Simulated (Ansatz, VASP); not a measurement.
BiB: VASP beside Ansatz

```
B Bi
1.0
     3.36228    0.00000    0.00000
     0.00000    3.36228    0.00000
     0.00000    0.00000    3.36228
B Bi
1 1
Direct
  0.00000 0.00000 0.00000
  0.50000 0.50000 0.50000
```

Alike in both runs: functional PBE; k mesh 13 × 13 × 13; occupations fermi-dirac, width 0.05 eV; no spin polarisation.

Ansatz relaxed the structure, and its values are those at the end. VASP's run is a single point on that final structure, the one shown.

|  | VASP | Ansatz |
| --- | --- | --- |
| version | VASP 6.6.1 | Ansatz 0.2.0 |
| potentials or method | VASP PAW PBE potentials, release 64 (B, Bi_d) | PAW with Ansatz's default frozen-core files, scalar-relativistic |
| plane-wave cutoff (eV) | 520 | 420 |
| valence electrons in the cell | 18 | 18 |

|  | VASP | Ansatz | Ansatz less VASP |
| --- | --- | --- | --- |
| pressure (GPa) | -0.1 | 0.0 | +0.06 |

Neither program's run includes spin-orbit coupling.
